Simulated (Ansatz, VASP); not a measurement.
One calculation of Ge, two programs

INCAR

```
SYSTEM = Ge
ALGO = Normal
DIPOL = 0.5 0.5 0.377
EDIFF = 1E-7
ENCUT = 520
GGA = PE
IDIPOL = 3
ISIF = 2
ISMEAR = 0
IVDW = 12
LASPH = .TRUE.
LCHARG = .TRUE.
LDIPOL = .TRUE.
LELF = .TRUE.
LREAL = .FALSE.
LVACPOTAV = .TRUE.
LVHAR = .TRUE.
LWAVE = .FALSE.
NBANDS = 36
NELM = 80
PREC = Accurate
SIGMA = 0.1
```

Contents of KPOINTS:

```
k-points
0
G
  9 9 1
  0 0 0
```

Contents of POSCAR:

```
Ge
1.0
    4.0226895311      0.0000000000      0.0000000000
   -2.0113447656      3.4837513255      0.0000000000
    0.0000000000      0.0000000000     18.8685220517
Ge
4
Direct
    0.3333333333      0.6666666667      0.2747571332
    0.6666666667      0.3333333333      0.2384924472
    0.6666666667      0.3333333333      0.5150653573
    0.3333333333      0.6666666667      0.4788006714
```

Input for Ansatz:

```yaml
crystal:
  lattice:
    - [4.0226895311, 0.0, 0.0]
    - [-2.0113447656, 3.4837513255, 0.0]
    - [0.0, 0.0, 18.8685220517]
  atoms:
    - { symbol: Ge, position: [0.3333333333, 0.6666666667, 0.2747571332] }
    - { symbol: Ge, position: [0.6666666667, 0.3333333333, 0.2384924472] }
    - { symbol: Ge, position: [0.6666666667, 0.3333333333, 0.5150653573] }
    - { symbol: Ge, position: [0.3333333333, 0.6666666667, 0.4788006714] }
basis:
  ecutwfc: 420
kpoints:
  mp_grid: { grid: [9, 9, 1] }
hamiltonian:
  xc: pbe
  pseudopotentials: { kind: paw, azcp: { folder: soft_1 } }
  dispersion: d3bj
scf:
  occupations: { method: gaussian, width: 0.1 }
output:
  forces: true
  eigenvalues: true
efield:
  axis: 3
  dipole_correction: true
  ramp_width: 0.04
```

Alike in both runs: task single point; functional PBE; dispersion D3(BJ); k mesh 9 × 9 × 1; occupations gaussian, width 0.1 eV; no spin polarisation.

|  | VASP | Ansatz |
| --- | --- | --- |
| version | VASP 6.6.1 | Ansatz 0.2.0 |
| potentials or method | VASP PAW PBE potentials, release 64 (Ge_d), cutoff 520 eV | scalar-relativistic, plane waves, PAW |
| valence electrons in the cell | 56 | 56 |

```csv
,VASP,Ansatz,Ansatz less VASP
gap on the k mesh at the Fermi level (eV),0.40,0.40,0.000
least direct gap on the mesh (eV),0.40,0.40,0.000
rms of the force components (eV/Å),0.068,0.068,0.0000
```

Atom by atom the forces differ by 0.001 eV/Å (rms over components).
